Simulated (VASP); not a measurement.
A run of VASP 6.6.1 is set up as follows.

The input INCAR:

```
PREC     = Accurate       # precision mode
ENCUT    = 520            # plane-wave cutoff, eV
EDIFF    = 1E-6           # SCF threshold, eV
ISMEAR   = 0              # smearing method
SIGMA    = 0.15           # smearing width, eV
LREAL    = F              # projectors in reciprocal space
LASPH    = T              # aspherical terms in the spheres
NELM     = 100            # most SCF steps
ALGO     = Fast           # electronic algorithm
ISIF     = 2              # what is computed and relaxed
LWAVE    = F              # write WAVECAR
LCHARG   = T              # write CHGCAR
GGA      = PS             # functional
LELF     = T              # ELF
LVHAR    = T            
NBANDS   = 16             # bands
```

KPOINTS

```
Automatic mesh
0
Gamma
  10 10 14
```

POSCAR

```
Al2Cu
1.0
    4.0842078946      0.0000000000      0.0000000000
    0.0000000000      4.0842078946      0.0000000000
    0.0000000000      0.0000000000      2.8458943809
Al Cu
2 1
Direct
    0.5049764728      0.0052038551      0.5000000000
   -0.0726456654      0.4777925115      0.5000000000
    0.0287322400      0.0072197178      0.0000000000
```

Potentials or basis: VASP PAW PBE potentials, release 64 (Al, Cu).

The run is started by

```sh
$ cat potpaw_PBE.64/Al/POTCAR potpaw_PBE.64/Cu/POTCAR > POTCAR
$ mpirun -np 1 vasp_std > vasp.out
```

Q: Predict the pressure.

A: 2.1 GPa.

Q: Estimate the largest force.

A: 1.392 eV/Å.

Q: Estimate the band gap on the k mesh.

A: Zero (an odd number of electrons rules out a gap without spin polarisation).

Forces in eV/Å, atoms in the order of the input:
```
Al  -0.136 -0.407  0.000
Al   0.774  1.156  0.000
Cu  -0.639 -0.749  0.000
```

Caveat: the cell differs from its parent crystal (atoms displaced along a vibrational mode); the PAW data sets were made with another functional, which shifts forces and pressure a little.
